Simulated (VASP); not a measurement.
Crystal: RbReB2.

```
Rb Re B
1.0
     2.50313   -2.53194    0.00000
     2.50313    2.53194    0.00000
     0.00000    0.00000    5.94123
Rb Re B
1 1 2
Cartesian
  2.5031 0.0000 0.0000
  2.5031 0.0000 2.9706
  0.0000 0.0000 2.9706
  0.0000 0.0000 0.0000
```

```yaml
Program: VASP 6.6.1
Task: relaxation of cell and atoms
Functional: PBE
Potentials_or_basis: VASP PAW PBE potentials, release 64 (Rb_sv, Re, B)
Cutoff: 600 eV
k_mesh: 6 × 6 × 4
Occupations: gaussian, width 0.1 eV
Spin: no spin polarisation
```

At the start: pressure -9.0 GPa; volume 18.83 Å³/atom.

Task: Where does the relaxation end?

Result: Over 8 steps the energy falls by 132.4 meV/atom and the volume is 16.99 Å³/atom (-9.8 %); space group P4/mmm (No. 123, to 0.05 Å).

The path:
```
step  energy change (eV)  largest force (eV/Å)  pressure (GPa)  volume (Å³)
   1              0.0000                0.0000           -8.96        75.31
   2             -0.4927                0.0000            2.90        64.26
   3             -0.5006                0.0000            1.16        65.31
   4             -0.5191                0.0000            0.85        66.17
   5             -0.5266                0.0000            0.64        67.09
   6             -0.5266                0.0000            0.62        67.19
   7             -0.5292                0.0000           -0.32        68.18
   8             -0.5294                0.0000           -0.11        67.94
```

Final structure:
```
CELL_PARAMETERS angstrom
2.34178 -2.33969 0.00000
2.34178 2.33969 0.00000
0.00000 0.00000 6.20037
ATOMIC_POSITIONS crystal
Rb 0.50000 0.50000 0.00000
Re 0.50000 0.50000 0.50000
B 0.00000 0.00000 0.50000
B 0.00000 0.00000 0.00000
```
